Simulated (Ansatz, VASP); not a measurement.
**One calculation of BaSn5, two programs**

```
CELL_PARAMETERS angstrom
5.28398 0.00000 0.00000
-2.64199 4.57606 0.00000
0.00000 0.00000 6.97303
ATOMIC_POSITIONS crystal
Ba 0.00000 0.00000 0.50000
Sn 0.66667 0.33333 0.78866
Sn 0.00000 0.00000 0.00000
Sn 0.66667 0.33333 0.21134
Sn 0.33333 0.66667 0.21134
Sn 0.33333 0.66667 0.78866
```

Alike in both runs: functional LDA; k mesh 12 × 12 × 6; occupations gaussian, width 0.1 eV; no spin polarisation.

Ansatz relaxed the structure, and its values are those at the end. VASP's run is a single point on that final structure, the one shown.

|  | VASP | Ansatz |
| --- | --- | --- |
| version | VASP 6.6.1 | Ansatz 0.2.0 |
| potentials or method | VASP PAW LDA potentials, release 64 (Ba_sv, Sn_d), cutoff 520 eV | scalar-relativistic, plane waves, PAW |
| valence electrons in the cell | 80 | 80 |

Ansatz gave:

```
gap on the k mesh at the Fermi level (eV) : none
pressure (GPa)                            : 0.0
rms of the force components (eV/Å)        : 0.000
```

Question: Estimate VASP's values.

Answer: gap on the k mesh at the Fermi level (eV): none; pressure (GPa): 0.3; rms of the force components (eV/Å): 0.007.

LDA's correlation is that of Perdew and Zunger in VASP and of Perdew and Wang (1992) in Ansatz. A gap of «none» marks a metal or a gap that the smearing closes.

Neither program's run includes spin-orbit coupling.
